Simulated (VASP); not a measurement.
# InSb: single point with PBE

InSb:

```
In Sb
1.0
     0.00000    3.30059    3.07518
     2.84977    0.00000    3.07518
     2.84977    3.30059    0.00000
In Sb
1 1
Direct
  0.00000 0.00000 0.00000
  0.50000 0.50000 0.50000
```

This cell differs from its parent crystal: strain +e along x and -e along y -0.0733, strain +e along z and -e/2 along x and y +0.0000.

```yaml
Program: VASP 6.6.1
Task: single point
Functional: PBE
Potentials_or_basis: VASP PAW PBE potentials, release 64 (In_d, Sb)
Cutoff: 520 eV
k_mesh: 12 × 12 × 12
Occupations: gaussian, width 0.15 eV
Spin: no spin polarisation
```

```yaml
Pressure: 2.0 GPa
Band_gap_on_the_k_mesh: zero (bands 9 and 10 overlap by 2.67 eV)
```

Stress tensor (GPa, compression positive):
```
 9.47  0.00  0.00
 0.00 -3.47  0.00
 0.00  0.00  0.04
```

Levels at points of the mesh, in eV from the Fermi level:
| k point | band 6 | band 7 | band 8 | band 9 | band 10 | band 11 | band 12 | band 13 |
| --- | --- | --- | --- | --- | --- | --- | --- | --- |
| (0.00, 0.00, 0.00) | -10.96 | -0.83 | -0.35 | 0.05 | 0.60 | 4.31 | 5.82 | 5.91 |
| (0.50, 0.00, 0.00) | -9.20 | -6.46 | -0.04 | 0.56 | 1.61 | 2.34 | 3.37 | 3.65 |
| (0.50, 0.50, 0.00) | -8.48 | -4.44 | -3.24 | -2.85 | -1.25 | 3.37 | 6.12 | 9.74 |
| (0.50, 0.00, 0.50) | -9.11 | -4.36 | -2.53 | -2.25 | -1.38 | 3.58 | 7.36 | 9.12 |
| (0.00, 0.50, 0.50) | -7.95 | -4.44 | -3.84 | -2.78 | -2.03 | 2.99 | 7.01 | 9.00 |

It took 3.3 min on 1 thread of Intel(R) Xeon(R) Platinum 8488C (Sapphire Rapids) (shared host), peak memory 0.4 GiB.

Caveat: the cell differs from its parent crystal (strain +e along x and -e along y -0.0733, strain +e along z and -e/2 along x and y +0.0000); spin-orbit coupling is left out, which moves the levels of the heavy elements.
